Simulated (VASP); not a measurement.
# KCa9Mg3 in VASP: notebook

The runs below take KCa9Mg3 through single point, with PBE+D3(BJ).

All numbers are computed with VASP 6.6.1; they aren't measurements. Logs are shortened: lines on timing, memory, paths and dates and some standing lists are left out, and cuts for length are marked.

## (1) The cell of the first run

The cell holds a slab with vacuum, 13 atoms: a = 7.480 Å, b = 5.289 Å, c = 22.349 Å, α = 90.00°, β = 90.00°, γ = 90.00°.

## (2) Single point, PBE+D3(BJ)

Contents of INCAR:

```
SYSTEM = KCa9Mg3
PREC = Accurate
ENCUT = 520
EDIFF = 1E-7
ISMEAR = 0
SIGMA = 0.1
LREAL = .False.
LASPH = .True.
NELM = 60
ALGO = Normal
ISIF = 2
LWAVE = .False.
LCHARG = .False.
GGA = PE
IVDW = 12
NBANDS = 64
```

Contents of KPOINTS:

```
regular mesh
0
Gamma
  2 3 1
  0 0 0
```

Contents of POSCAR:

```
KCa9Mg3
1.0
    7.4795120000      0.0000000000      0.0000000000
    0.0000000000      5.2888130000      0.0000000000
    0.0000000000      0.0000000000     22.3493900000
Ca Mg K
9 3 1
Direct
    0.5000000000      0.0000000000      0.0447440000
    0.2407935362      0.5000223711      0.1155013196
    0.7485979473      0.5001706963      0.1226477731
    0.0028729832      0.0002846462      0.2018344916
    0.7660238349      0.5003418855      0.2888315932
    0.2652534748      0.5001447532      0.2782064015
    0.5011147498      0.0003343246      0.3630761909
    0.2308719553      0.5006902869      0.4398312239
    0.7392517159      0.5001505430      0.4536313732
    0.0000000000      0.0000000000      0.0447440000
    0.5058772335      0.0001483463      0.1995338949
   -0.0011345670      0.0004876940      0.3655972296
    0.4287765373      0.0006198958      0.5646613649
```

Potentials or basis: VASP PAW PBE potentials, release 64 (Ca_sv, Mg, K_sv).

On the command line:

```console
$ cat potpaw_PBE.64/Ca_sv/POTCAR potpaw_PBE.64/Mg/POTCAR potpaw_PBE.64/K_sv/POTCAR > POTCAR
$ mpirun -np 1 vasp_std > vasp.out
```

OUTCAR:

```text
SYSTEM = KCa9Mg3
   PREC = Accurate
   ENCUT = 520
   EDIFF = 1E-7
   ISMEAR = 0
   LREAL = .False.
   LASPH = .True.
   NELM = 60
   ISIF = 2
   GGA = PE
   IVDW = 12
 IVDW          = 12

 ion  position               nearest neighbor table
   1  0.500  0.000  0.045-
   2  0.241  0.500  0.116-
   3  0.749  0.500  0.123-
   4  0.003  0.000  0.202-
   5  0.766  0.500  0.289-
   6  0.265  0.500  0.278-
   7  0.501  0.000  0.363-
   8  0.231  0.501  0.440-
   9  0.739  0.500  0.454-
  10  0.000  0.000  0.045-
  11  0.506  0.000  0.200-
  12  0.999  0.000  0.366-
  13  0.429  0.001  0.565-

  LATTYP: Found a simple orthorhombic cell.
 ALAT       =     5.2888130000
 B/A-ratio  =     1.4142137376
 C/A-ratio  =     4.2257856347

  Lattice vectors:

 A1 = (   0.0000000000,  -5.2888130000,   0.0000000000)
 A2 = (   7.4795120000,   0.0000000000,   0.0000000000)
 A3 = (   0.0000000000,   0.0000000000,  22.3493900000)

Analysis of symmetry for initial positions (statically):
=====================================================================
 Subroutine PRICEL returns:
 Original cell was already a primitive cell.

 Routine SETGRP: Setting up the symmetry group for a
 simple orthorhombic supercell.

 Subroutine GETGRP returns: Found  1 space group operations
 (whereof  1 operations were pure point group operations)
 out of a pool of  8 trial point group operations.

The static configuration has the point symmetry C_1 .

Analysis of symmetry for dynamics (positions and initial velocities):
=====================================================================
 Subroutine PRICEL returns:
 Original cell was already a primitive cell.

 Routine SETGRP: Setting up the symmetry group for a
 simple orthorhombic supercell.

 Subroutine GETGRP returns: Found  1 space group operations
 (whereof  1 operations were pure point group operations)
 out of a pool of  8 trial point group operations.

The dynamic configuration has the point symmetry C_1 .

 Subroutine INISYM returns: Found  1 space group operations
 (whereof  1 operations are pure point group operations),
 and found     1 'primitive' translations
[... 101 lines left out ...]
   NFREE  =      0    steps in history (QN), initial steepest desc. (CG)
   ISIF   =      2    stress and relaxation
   ISYM   =      2    0-nonsym 1-usesym 2-fastsym
   POTIM  = 0.5000    time-step for ionic-motion
   TEBEG  =    0.0;   TEEND  =   0.0 temperature during run
   PSTRESS=    0.0 pullay stress
   NELECT =     105.0000    total number of electrons
   NUPDOWN=      -1.0000    fix difference up-down
   EMIN   =  10.00;   EMAX   =-10.00  energy-range for DOS
   EFERMI =   0.00;   METHOD = LEGACY
   ISMEAR =     0;   SIGMA  =   0.10  broadening in eV -4-tet -1-fermi 0-gaus
   EFERMI_NEDOS =   21; number of points for ismear=-14 and -15
   IALGO  =     38    algorithm
   IMIX   =      4    mixing-type and parameters
     AMIX     =   0.40;   BMIX     =  1.00
     AMIX_MAG =   1.60;   BMIX_MAG =  1.00
  volume/ion in A,a.u.               =      68.01       458.93
  Fermi-wavevector in a.u.,A,eV,Ry     =   0.804709  1.520680  8.810543  0.647557
  Thomas-Fermi vector in A             =   1.912817
   LORBIT       =      0    0 simple, 1 ext, 2 COOP (PROOUT), +10 PAW based schemes
   GGA     = PE    functional components
   LHFCALC =     F    Hartree Fock is set to
   AEXX    =    0.0000 exact exchange contribution
   IVDW    =    12    specifies the selected vdW correction
   LEPSILON=     F    determine dielectric tensor
   LRPA    =     F    only Hartree local field effects (RPA)
 non-spin polarized calculation
 Gauss-broadening in eV      SIGMA  =   0.10
  energy-cutoff  :      520.00
  volume of cell :      884.09
 maximum number of plane-waves:     23848
 NGX is ok and might be reduce to    56
   NGX = 27   NGY = 19   NGZ = 83

 number of electron     104.9999977 magnetization

 Free energy of the ion-electron system (eV)
  ---------------------------------------------------
  ext. energy  EPLUGINS =         0.00000000
  ---------------------------------------------------
  free energy    TOTEN  =       -20.65472875 eV

  energy without entropy =      -20.56536915  energy(sigma->0) =      -20.61004895

 E-fermi :   0.0424     XC(G=0):  -5.1488

 val. band max:        0.0419214884   @ k =   0.5000   0.0000   0.0000
 cond. band min:       0.0725320963   @ k =   0.0000   0.3333   0.0000
 fundamental gap:      0.0306106079
 Fermi energy:         0.0423784890

 k-point     1 :       0.0000    0.0000    0.0000
  band No.  band energies     occupation
      1     -42.5787      2.00000
      2     -42.5671      2.00000
      3     -42.3855      2.00000
      4     -41.8996      2.00000
      5     -41.8853      2.00000
      6     -41.8715      2.00000
[... 257 lines left out ...]
     63       1.0759      0.00000
     64       1.1561      0.00000

------------------------ aborting loop because EDIFF is reached ----------------------------------------

 Edisp (eV)   -2.43469

 E8    (eV) :    -1.2281

  FORCE on cell =-STRESS in cart. coord.  units (eV):
  Direction    XX          YY          ZZ          XY          YZ          ZX
  --------------------------------------------------------------------------------------
  -------------------------------------------------------------------------------------
  Total      -3.08761    -5.25359    -0.06930     0.00458    -0.01048     0.02790
  in kB      -5.59546    -9.52071    -0.12559     0.00830    -0.01900     0.05056
  external pressure =       -5.08 kB  Pullay stress =        0.00 kB

 VOLUME and BASIS-vectors are now :
 -----------------------------------------------------------------------------
  energy-cutoff  :      520.00
  volume of cell :      884.09
      direct lattice vectors                 reciprocal lattice vectors
     7.479512000  0.000000000  0.000000000     0.133698562  0.000000000  0.000000000
     0.000000000  5.288813000  0.000000000     0.000000000  0.189078343  0.000000000
     0.000000000  0.000000000 22.349390000     0.000000000  0.000000000  0.044743951

 POSITION                                       TOTAL-FORCE (eV/Angst)
 -----------------------------------------------------------------------------------
      3.73976      0.00000      1.00000         0.029239      0.000925     -0.273042
      1.80102      2.64452      2.58138        -0.000001      0.001021     -0.000793
      5.59915      2.64531      2.74110        -0.002287     -0.000749     -0.000548
      0.02149      0.00151      4.51088         0.003477     -0.002031      0.004299
      5.72948      2.64621      6.45521         0.002754     -0.000024      0.003503
      1.98397      2.64517      6.21774        -0.000524      0.001555     -0.002141
      3.74809      0.00177      8.11453         0.001584      0.000029      0.002240
      1.72681      2.64806      9.82996        -0.002236     -0.001861     -0.001414
      5.52924      2.64520     10.13838         0.005192      0.001236      0.008662
      0.00000      0.00000      1.00000        -0.033627      0.000385      0.259686
      3.78371      0.00078      4.45946        -0.002347      0.000180     -0.006720
      7.47103      0.00258      8.17088         0.002635     -0.000228      0.002191
      3.20704      0.00328     12.61984        -0.003860     -0.000437      0.004078
 -----------------------------------------------------------------------------------
    total drift:                               -0.000670      0.000316     -0.000194

  FREE ENERGIE OF THE ION-ELECTRON SYSTEM (eV)
  ---------------------------------------------------
  free  energy   TOTEN  =       -23.0894225905 eV

  energy  without entropy=      -23.0000629907  energy(sigma->0) =      -23.04474279
```

stdout:

```text
POSCAR found type information on POSCAR CaMgK
 POSCAR found :  3 types and      13 ions
 scaLAPACK will be used
 LDA part: xc-table for (Slater+PW92), standard interpolation
 POSCAR, INCAR and KPOINTS ok, starting setup
 FFT: planning ... GRIDC
 FFT: planning ... GRID_SOFT
 FFT: planning ... GRID
 WAVECAR not read
 entering main loop
```

It took 10 min on 1 thread of Oxide Virtual Turin-like, shared host; peak memory 0.79 GiB.

Results:

* Free energy: -23.0894 eV
* Largest force: 0.275 eV/Å
* Band gap on the k mesh: zero (an odd number of electrons rules out a gap without spin polarisation)
* Dispersion energy per atom: -0.187 eV

Forces on the atoms (eV/Å):
```
Ca   0.029  0.001 -0.273
Ca   0.000  0.001 -0.001
Ca  -0.002 -0.001 -0.001
Ca   0.003 -0.002  0.004
Ca   0.003  0.000  0.004
Ca  -0.001  0.002 -0.002
Ca   0.002  0.000  0.002
Ca  -0.002 -0.002 -0.001
Ca   0.005  0.001  0.009
Mg  -0.034  0.000  0.260
Mg  -0.002  0.000 -0.007
Mg   0.003  0.000  0.002
K   -0.004  0.000  0.004
```

Caveat: the k points lie up to 0.42 Å⁻¹ apart, too coarse for converged energies and pressures of a metal; there is no dipole correction, which matters where the two faces differ.

## (3) Single point, PBE+D3(BJ)

Contents of INCAR:

```
PREC = Accurate
ENCUT = 520
EDIFF = 1E-6
ISMEAR = 0
SIGMA = 0.1
LREAL = False
LASPH = True
NELM = 60
ALGO = Normal
ISIF = 2
LWAVE = False
LCHARG = False
GGA = PE
IVDW = 12
NBANDS = 64
```

Contents of KPOINTS:

```
regular mesh
0
Gamma
  2 3 1
```

Contents of POSCAR:

```
KCa9Mg3
1.0
    7.4795120000      0.0000000000      0.0000000000
    0.0000000000      5.2888130000      0.0000000000
    0.0000000000      0.0000000000     22.3493900000
Ca Mg K
9 3 1
Direct
    0.4999999800      0.0000000000      0.0447439500
    0.2406399391      0.5001285144      0.1151698505
    0.7483836798      0.5003624933      0.1235822509
    0.0057813782      0.0005827400      0.2024926610
    0.7733090091      0.5007914026      0.2903341508
    0.2715105405      0.5007868274      0.2777564798
    0.5068360951      0.0011563040      0.3637559269
    0.2344634703      0.5013258829      0.4390174085
    0.7429007597      0.5014045125      0.4555743138
    0.0000000000      0.0000000000      0.0447439500
    0.5097687965      0.0004969526      0.1999160154
    0.0038771101      0.0008092944      0.3662327595
    0.4205179589      0.0011300801      0.5648795292
```

Potentials or basis: VASP PAW PBE potentials, release 64 (Ca_sv, Mg, K_sv).

On the command line:

```console
$ cat potpaw_PBE.64/Ca_sv/POTCAR potpaw_PBE.64/Mg/POTCAR potpaw_PBE.64/K_sv/POTCAR > POTCAR
$ mpirun -np 1 vasp_std > vasp.out
```

Run time: 10 min. Hardware: 1 thread of Oxide Virtual Turin-like, shared host; peak memory 0.78 GiB.

It converged, with:

```
Free energy                : -23.0902 eV
Largest force              : 0.273 eV/Å
Band gap on the k mesh     : zero (an odd number of electrons rules out a gap without spin polarisation)
Dispersion energy per atom : -0.187 eV
```

Forces on the atoms (eV/Å):
```
Ca   0.038  0.002 -0.261
Ca  -0.003  0.001  0.002
Ca   0.003 -0.001  0.003
Ca   0.003 -0.001 -0.011
Ca  -0.018  0.001  0.004
Ca   0.020  0.000 -0.004
Ca   0.000 -0.002 -0.008
Ca  -0.004 -0.003  0.003
Ca   0.005 -0.001  0.006
Mg  -0.037  0.001  0.271
Mg  -0.006  0.000 -0.010
Mg   0.005  0.002  0.004
K   -0.004  0.001  0.002
```

Levels at points of the mesh, in eV from the Fermi level:
```csv
k point,band 50,band 51,band 52,band 53,band 54,band 55
"(0.00, 0.00, 0.00)",-0.52,-0.22,-0.03,0.13,0.34,0.40
"(0.50, 0.00, 0.00)",-0.10,0.00,0.05,0.17,0.27,0.28
```

Caveat: the k points lie up to 0.42 Å⁻¹ apart, too coarse for converged energies and pressures of a metal; there is no dipole correction, which matters where the two faces differ.

The gap in the log of VASP goes by the Fermi energy; the results here count the filled bands.